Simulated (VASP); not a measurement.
# CuNi2 (P6_3/mmc) in VASP: further runs

Runs on CuNi2. Level: PBE. Tasks: single point, relaxation of cell and atoms.

Program: VASP 6.6.1. These are calculated values, not measurements. Logs are shortened: lines on timing, memory, paths and dates and some standing lists are left out, and cuts for length are marked.

## 1. The cell of the first run

It takes space group P6_3/mmc (No. 194, hexagonal). The conventional cell has a = 2.499 Å, b = 2.499 Å, c = 12.461 Å, α = 90.00°, β = 90.00°, γ = 120.00°. Within 3.3 Å of Cu (site symmetry -6m2) lie 6 Cu at 2.50 Å and 6 Ni at 2.56 Å. Ni (site symmetry 3m) has 9 Ni at 2.47 to 2.50 Å and 3 Cu at 2.56 Å within 3.3 Å.

## 2. Single point, PBE, collinear spin, ferromagnetic start

Contents of INCAR:

```
PREC = Accurate
ENCUT = 520
EDIFF = 1E-7
ISMEAR = 0
SIGMA = 0.1
LREAL = False
LASPH = True
NELM = 150
ALGO = Normal
ISIF = 2
LWAVE = False
LCHARG = True
ISPIN = 2
MAGMOM = 0 0 2 2 2 2
LORBIT = 11
LMAXMIX = 4
GGA = PE
LELF = True
LVHAR = True
NBANDS = 44
```

Contents of KPOINTS:

```
regular mesh
0
Gamma
  6 6 2
```

Contents of POSCAR:

```
CuNi2
1.0
    2.4991781332      0.0000000000      0.0000000000
   -1.2495890666      2.1643517519      0.0000000000
    0.0000000000      0.0000000000     12.4606833892
Cu Ni
2 4
Direct
    0.3333333333      0.6666666667      0.7500000000
    0.6666666667      0.3333333333      0.2500000000
    0.3333333333      0.6666666667      0.0805929095
    0.3333333333      0.6666666667      0.4194070905
    0.6666666667      0.3333333333      0.9194070905
    0.6666666667      0.3333333333      0.5805929095
```

Potentials or basis: VASP PAW PBE potentials, release 64 (Cu, Ni).

Run with:

```console
$ cat potpaw_PBE.64/Cu/POTCAR potpaw_PBE.64/Ni/POTCAR > POTCAR
$ mpirun -np 1 vasp_std > vasp.out
```

OUTCAR:

```text
PREC = Accurate
   ENCUT = 520
   EDIFF = 1E-7
   ISMEAR = 0
   LREAL = False
   LASPH = True
   NELM = 150
   ISIF = 2
   ISPIN = 2
   LORBIT = 11
   GGA = PE

 ion  position               nearest neighbor table
   1  0.333  0.667  0.750-   5 2.56   6 2.56   5 2.56   6 2.56   5 2.56   6 2.56
   2  0.667  0.333  0.250-   3 2.56   4 2.56   3 2.56   4 2.56   3 2.56   4 2.56
   3  0.333  0.667  0.081-   5 2.47   5 2.47   5 2.47   2 2.56   2 2.56   2 2.56
   4  0.333  0.667  0.419-   6 2.47   6 2.47   6 2.47   2 2.56   2 2.56   2 2.56
   5  0.667  0.333  0.919-   3 2.47   3 2.47   3 2.47   1 2.56   1 2.56   1 2.56
   6  0.667  0.333  0.581-   4 2.47   4 2.47   4 2.47   1 2.56   1 2.56   1 2.56

  LATTYP: Found a hexagonal cell.
 ALAT       =     2.4991781332
 C/A-ratio  =     4.9859124580

  Lattice vectors:

 A1 = (   2.4991781332,   0.0000000000,   0.0000000000)
 A2 = (  -1.2495890666,   2.1643517519,   0.0000000000)
 A3 = (   0.0000000000,   0.0000000000,  12.4606833892)

Analysis of symmetry for initial positions (statically):
=====================================================================
 Subroutine PRICEL returns:
 Original cell was already a primitive cell.

 Routine SETGRP: Setting up the symmetry group for a
 hexagonal supercell.

 Subroutine GETGRP returns: Found 24 space group operations
 (whereof 12 operations were pure point group operations)
 out of a pool of 24 trial point group operations.

The static configuration has the point symmetry D_3d.
 The point group associated with its full space group is D_6h.

Analysis of symmetry for dynamics (positions and initial velocities):
=====================================================================
 Subroutine PRICEL returns:
 Original cell was already a primitive cell.

 Routine SETGRP: Setting up the symmetry group for a
 hexagonal supercell.

 Subroutine GETGRP returns: Found 24 space group operations
 (whereof 12 operations were pure point group operations)
 out of a pool of 24 trial point group operations.

The dynamic configuration has the point symmetry D_3d.
 The point group associated with its full space group is D_6h.

Analysis of structural, dynamic, and magnetic symmetry:
=====================================================================
 Subroutine PRICEL returns:
 Original cell was already a primitive cell.

 Routine SETGRP: Setting up the symmetry group for a
 hexagonal supercell.

 Subroutine GETGRP returns: Found 24 space group operations
 (whereof 12 operations were pure point group operations)
 out of a pool of 24 trial point group operations.

The overall configuration has the point symmetry D_3d.
 The point group associated with its full space group is D_6h.

 Subroutine INISYM returns: Found 24 space group operations
 (whereof 12 operations are pure point group operations),
 and found     1 'primitive' translations

----------------------------------------------------------------------------------------

                                     Primitive cell

  volume of cell :      67.4011

  direct lattice vectors                    reciprocal lattice vectors
     2.499178133  0.000000000  0.000000000     0.400131542  0.231016053  0.000000000
    -1.249589067  2.164351752  0.000000000     0.000000000  0.462032107  0.000000000
     0.000000000  0.000000000 12.460683389     0.000000000  0.000000000  0.080252420

  length of vectors
     2.499178133  2.499178133 12.460683389     0.462032107  0.462032107  0.080252420

  position of ions in fractional coordinates (direct lattice)
     0.333333333  0.666666667  0.750000000
     0.666666667  0.333333333  0.250000000
     0.333333333  0.666666667  0.080592909
     0.333333333  0.666666667  0.419407091
     0.666666667  0.333333333  0.919407091
     0.666666667  0.333333333  0.580592909

  ion indices of the primitive-cell ions
   primitive index   ion index
                 1           1
                 2           2
                 3           3
                 4           4
                 5           5
                 6           6

[... 38 lines left out ...]
  0.500000  0.000000  0.500000      3.000000
  0.166667  0.166667  0.500000      6.000000
  0.333333  0.166667  0.500000     12.000000
  0.333333  0.333333  0.500000      2.000000
   k-points           NKPTS =     14   k-points in BZ     NKDIM =     14   number of bands    NBANDS=     44
   number of dos      NEDOS =    301   number of ions     NIONS =      6
   total plane-waves  NPLWV =  38400
   dimension x,y,z NGX =    20 NGY =   20 NGZ =   96
   dimension x,y,z NGXF=    40 NGYF=   40 NGZF=  192
   ions per type =               2   4
   NGX,Y,Z   is equivalent  to a cutoff of  13.30, 13.30, 12.81 a.u.
   NGXF,Y,Z  is equivalent  to a cutoff of  26.61, 26.61, 25.62 a.u.
 SYSTEM =  unknown system
   PREC   = accura    normal or accurate (medium, high low for compatibility)
   ISTART =      0    job   : 0-new  1-cont  2-samecut
   ICHARG =      2    charge: 1-file 2-atom 10-const
   ISPIN  =      2    spin polarized calculation?
   LNONCOLLINEAR =      F non collinear calculations
   LSORBIT =      F    spin-orbit coupling
   LASPH  =      T    aspherical Exc in radial PAW
   ENCUT  =  520.0 eV  38.22 Ry    6.18 a.u.   4.65  4.65 23.17*2*pi/ulx,y,z
   NELM   =    150;   NELMIN=  2; NELMDL= -5     # of ELM steps
   EDIFF  = 0.1E-06   stopping-criterion for ELM
   LREAL  =      F    real-space projection
   EDIFFG = 0.1E-05   stopping-criterion for IOM
   NSW    =      0    number of steps for IOM
   IBRION =     -1    ionic relax: 0-MD 1-quasi-New 2-CG
   NFREE  =      0    steps in history (QN), initial steepest desc. (CG)
   ISIF   =      2    stress and relaxation
   ISYM   =      2    0-nonsym 1-usesym 2-fastsym
   POTIM  = 0.5000    time-step for ionic-motion
   TEBEG  =    0.0;   TEEND  =   0.0 temperature during run
   PSTRESS=    0.0 pullay stress
   NELECT =      62.0000    total number of electrons
   NUPDOWN=      -1.0000    fix difference up-down
   EMIN   =  10.00;   EMAX   =-10.00  energy-range for DOS
   EFERMI =   0.00;   METHOD = LEGACY
   ISMEAR =     0;   SIGMA  =   0.10  broadening in eV -4-tet -1-fermi 0-gaus
   EFERMI_NEDOS =   21; number of points for ismear=-14 and -15
   IALGO  =     38    algorithm
   IMIX   =      4    mixing-type and parameters
     AMIX     =   0.40;   BMIX     =  1.00
     AMIX_MAG =   1.60;   BMIX_MAG =  1.00
  volume/ion in A,a.u.               =      11.23        75.81
  Fermi-wavevector in a.u.,A,eV,Ry     =   1.592147  3.008721 34.489833  2.534931
  Thomas-Fermi vector in A             =   2.690577
   LORBIT       =     11    0 simple, 1 ext, 2 COOP (PROOUT), +10 PAW based schemes
   GGA     = PE    functional components
   LHFCALC =     F    Hartree Fock is set to
   AEXX    =    0.0000 exact exchange contribution
   IVDW    =     0    specifies the selected vdW correction
   LEPSILON=     F    determine dielectric tensor
   LRPA    =     F    only Hartree local field effects (RPA)
 spin polarized calculation
 Gauss-broadening in eV      SIGMA  =   0.10
  energy-cutoff  :      520.00
  volume of cell :       67.40
 maximum number of plane-waves:      1835
 NGX is ok and might be reduce to    20
   NGX =  9   NGY =  9   NGZ = 47

 number of electron      61.9999981 magnetization       2.1226686

 Free energy of the ion-electron system (eV)
  ---------------------------------------------------
  ext. energy  EPLUGINS =         0.00000000
  ---------------------------------------------------
  free energy    TOTEN  =       -29.20830768 eV

  energy without entropy =      -29.16007765  energy(sigma->0) =      -29.18419267

 E-fermi :   8.5753     XC(G=0): -13.0431

 val. band max:        8.5518588333   @ k =   0.5000   0.0000   0.0000
 cond. band min:       8.5817985528   @ k =   0.0000   0.0000   0.0000
 fundamental gap:      0.0299397195
 Fermi energy:         8.5753371633

 spin component 1

 k-point     1 :       0.0000    0.0000    0.0000
  band No.  band energies     occupation
      1      -0.4269      1.00000
      2       0.4310      1.00000
      3       0.7392      1.00000
      4       2.7853      1.00000
      5       3.1357      1.00000
      6       3.8334      1.00000
[... 633 lines left out ...]
     42      17.0309      0.00000
     43      18.7314      0.00000
 Fermi energy:         8.5753371633

 spin component 2

 k-point     1 :       0.0000    0.0000    0.0000
  band No.  band energies     occupation
      1      -0.4489      1.00000
      2       0.4049      1.00000
      3       0.7223      1.00000
      4       2.7802      1.00000
      5       3.2002      1.00000
      6       3.9618      1.00000
[... 633 lines left out ...]
     42      17.1688      0.00000
     43      18.8161      0.00000
 [bands above 43 left out]

------------------------ aborting loop because EDIFF is reached ----------------------------------------

  FORCE on cell =-STRESS in cart. coord.  units (eV):
  Direction    XX          YY          ZZ          XY          YZ          ZX
  --------------------------------------------------------------------------------------
  -------------------------------------------------------------------------------------
  Total        0.0824623      0.0824623      0.1803883      0.0000000      0.0000000      0.0000000
  in kB        1.9601940      1.9601940      4.2879723      0.0000000      0.0000000      0.0000000
  external PRESSURE =       2.7361201 kB  Pullay stress =       0.0000000 kB

 VOLUME and BASIS-vectors are now :
 -----------------------------------------------------------------------------
  energy-cutoff  :      520.00
  volume of cell :       67.40
      direct lattice vectors                 reciprocal lattice vectors
     2.499178133  0.000000000  0.000000000     0.400131542  0.231016053  0.000000000
    -1.249589067  2.164351752  0.000000000     0.000000000  0.462032107  0.000000000
     0.000000000  0.000000000 12.460683389     0.000000000  0.000000000  0.080252420

 POSITION                                       TOTAL-FORCE (eV/Angst)
 -----------------------------------------------------------------------------------
     -0.00000      1.44290      9.34551         0.000000     -0.000000     -0.000000
      1.24959      0.72145      3.11517        -0.000000      0.000000      0.000000
     -0.00000      1.44290      1.00424        -0.000000     -0.000000      0.018003
     -0.00000      1.44290      5.22610        -0.000000     -0.000000     -0.018003
      1.24959      0.72145     11.45644        -0.000000      0.000000     -0.018003
      1.24959      0.72145      7.23458        -0.000000      0.000000      0.018003
 -----------------------------------------------------------------------------------
    total drift:                               -0.000000      0.000000     -0.000000

  FREE ENERGIE OF THE ION-ELECTRON SYSTEM (eV)
  ---------------------------------------------------
  free  energy   TOTEN  =       -29.2083076819 eV

  energy  without entropy=      -29.1600776494  energy(sigma->0) =      -29.18419267

 total charge

# of ion       s       p       d       tot
------------------------------------------
    1        0.456   0.405   9.174  10.036
    2        0.456   0.405   9.174  10.036
    3        0.485   0.467   8.329   9.281
    4        0.485   0.467   8.329   9.281
    5        0.485   0.467   8.329   9.281
    6        0.485   0.467   8.329   9.281
--------------------------------------------------
tot          2.854   2.677  51.665  57.197

 magnetization (x)

# of ion       s       p       d       tot
------------------------------------------
    1       -0.002  -0.011   0.016   0.003
    2       -0.002  -0.011   0.016   0.003
    3       -0.003  -0.016   0.562   0.543
    4       -0.003  -0.016   0.562   0.543
    5       -0.003  -0.016   0.562   0.543
    6       -0.003  -0.016   0.562   0.543
--------------------------------------------------
tot         -0.015  -0.087   2.279   2.178
```

Run time: 65 s. Hardware: 1 thread of Intel Xeon 6975P-C (Granite Rapids), shared host; peak memory 0.24 GiB.

Results:

| Item | Value |
| --- | --- |
| Free energy | -29.2083 eV |
| Pressure | 0.3 GPa |
| Largest force | 0.018 eV/Å |
| Net moment | 2.12 μB per cell |
| Site moments | Cu +0.00; Ni +0.54 μB |
| Valence electrons inside the program's atomic spheres | Cu 10.04; Ni 9.28 |

Forces in eV/Å, atoms in the order of the input:
```
Cu   0.000  0.000  0.000
Cu   0.000  0.000  0.000
Ni   0.000  0.000  0.018
Ni   0.000  0.000 -0.018
Ni   0.000  0.000 -0.018
Ni   0.000  0.000  0.018
```

Caveat: the k points lie up to 0.48 Å⁻¹ apart.

[end of part 1 of 2]
